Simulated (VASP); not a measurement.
Wanted: the native input for a VASP 6.6.1 run.

- Task: single point
- Functional: PBEsol
- Potentials or basis: VASP PAW PBE potentials, release 64 (Pb_d)
- Cutoff: 500 eV
- k mesh: 16 × 16 × 16
- Occupations: gaussian, width 0.1 eV
- Spin: no spin polarisation
- Dipole correction: no
- Further INCAR settings: ALGO = Normal; EDIFF = 1e-06; NBANDS = 13

The structure of Pb lies in POSCAR:

```
Pb
1.0
    0.0000000000      2.4219642715      2.4219642715
    2.4219642715      0.0000000000      2.4219642715
    2.4219642715      2.4219642715      0.0000000000
Pb
1
Direct
    0.0000000000      0.0000000000      0.0000000000
```

One way to write it, as run:

INCAR

```
SYSTEM = Pb
ALGO = Normal ; EDIFF = 1E-6
ENCUT = 500 ; GGA = PS
GGA_COMPAT = .FALSE. ; ISIF = 2
ISMEAR = 0 ; LASPH = .TRUE.
LCHARG = .TRUE. ; LELF = .TRUE.
LREAL = .FALSE. ; LVHAR = .TRUE.
LWAVE = .FALSE. ; NBANDS = 13
NELM = 120 ; PREC = Accurate
SIGMA = 0.1
```

KPOINTS

```
k-points
0
G
  16 16 16
  0 0 0
```

Potentials or basis: VASP PAW PBE potentials, release 64 (Pb_d).

The run is started by

```console
$ cat potpaw_PBE.64/Pb_d/POTCAR > POTCAR
$ mpirun -np 1 vasp_std > vasp.out
```

Results of the run:

```yaml
Pressure: 2.9 GPa
Band_gap_on_the_k_mesh: zero (bands 7 and 8 overlap by 9.78 eV)
```

Caveat: the PAW data sets were made with another functional, which shifts forces and pressure a little; spin-orbit coupling is left out, which moves the levels of the heavy elements.

Wall time 18 s on 1 thread of Intel(R) Xeon(R) 6975P-C (Granite Rapids) (shared host), peak memory 0.19 GiB.
